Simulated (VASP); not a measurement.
Write the native input for VASP 6.6.1 that does the following.

| Item | Value |
| --- | --- |
| Task | single point |
| Functional | r2SCAN |
| Potentials or basis | VASP PAW PBE potentials, release 64 (Cd, S) |
| Cutoff | 520 eV |
| k mesh | 10 × 10 × 10 |
| Occupations | gaussian, width 0.05 eV |
| Spin | no spin polarisation |
| Dipole correction | no |
| Further INCAR settings | ALGO = Normal; EDIFF = 1e-06; NBANDS = 16 |

CdS:

```
Cd S
1.0
     0.00000    2.66632    3.46621
     2.66632    0.00000    3.46621
     2.66632    2.66632    0.00000
Cd S
1 1
Cartesian
  0.0000 0.0000 0.0000
  3.9995 3.9995 5.1993
```

This cell differs from its parent crystal: ratio of the length along z to the lengths across it x 1.3, volume and fractional coordinates fixed.

The input as run:

POSCAR

```
CdS
1.0
    0.0000000000      2.6663175518      3.4662128173
    2.6663175518      0.0000000000      3.4662128173
    2.6663175518      2.6663175518      0.0000000000
Cd S
1 1
Direct
    0.0000000000      0.0000000000      0.0000000000
    0.7500000000      0.7500000000      0.7500000000
```

INCAR.step1

```
SYSTEM = CdS
PREC = Accurate
ENCUT = 520
ISMEAR = 0
SIGMA = 0.05
LREAL = .False.
LASPH = .True.
NELM = 80
NBANDS = 16
GGA = PE
ALGO = Normal
EDIFF = 1E-4
LWAVE = .True.
LCHARG = .False.
```

INCAR.step2

```
SYSTEM = CdS
PREC = Accurate
ENCUT = 520
EDIFF = 1E-6
ISMEAR = 0
SIGMA = 0.05
LREAL = .False.
LASPH = .True.
NELM = 80
ALGO = Normal
ISIF = 2
LWAVE = .False.
LCHARG = .False.
METAGGA = R2SCAN
LMIXTAU = .True.
NBANDS = 16
ISTART = 1
```

KPOINTS

```
Automatic mesh
0
Gamma
  10 10 10
  0 0 0
```

Potentials or basis: VASP PAW PBE potentials, release 64 (Cd, S).

Launch:

```sh
$ cat potpaw_PBE.64/Cd/POTCAR potpaw_PBE.64/S/POTCAR > POTCAR
$ cp INCAR.step1 INCAR
$ mpirun -np 1 vasp_std > vasp.out
$ cp INCAR.step2 INCAR
$ mpirun -np 1 vasp_std > vasp.out
```

It gave:

```
Pressure               : 0.3 GPa
Band gap on the k mesh : 0.95 eV
```

Caveat: the stress differs along the axes, from -6 to 3 GPa; the PAW data sets were made with another functional, which shifts forces and pressure a little.

Run time: 5.3 min on 1 thread of Intel Xeon 8259CL, with other jobs on the host, peak memory 0.25 GiB.
